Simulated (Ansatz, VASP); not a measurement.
**Two plane-wave programs on KRu**

```
K Ru
1.0
     3.49567    0.00000    0.00000
     0.00000    3.49567    0.00000
     0.00000    0.00000   10.20956
K Ru
2 2
Direct
  0.00000 0.50000 0.28457
  0.50000 0.00000 0.71543
  0.00000 0.00000 0.00000
  0.50000 0.50000 0.00000
```

Alike in both runs: functional PBE; k mesh 6 × 6 × 2; occupations gaussian, width 0.1 eV; no spin polarisation.

Ansatz relaxed the structure, and its values are those at the end. VASP's run is a single point on that final structure, the one shown.

|  | VASP | Ansatz |
| --- | --- | --- |
| version | VASP 6.6.1 | Ansatz 0.2.0 |
| potentials or method | VASP PAW PBE potentials, release 64 (K_sv, Ru_pv), cutoff 520 eV | scalar-relativistic, plane waves, PAW |
| valence electrons in the cell | 46 | 50 |

|  | VASP | Ansatz | Ansatz less VASP |
| --- | --- | --- | --- |
| gap on the k mesh at the Fermi level (eV) | none | none | - |
| pressure (GPa) | 0.0 | -0.1 | -0.03 |
| rms of the force components (eV/Å) | 0.001 | 0.003 | +0.0027 |

A gap of «none» marks a metal or a gap that the smearing closes. VASP's potentials hold 46 valence electrons a cell and Ansatz's 50, so a difference there can come from the potentials and not from the codes.
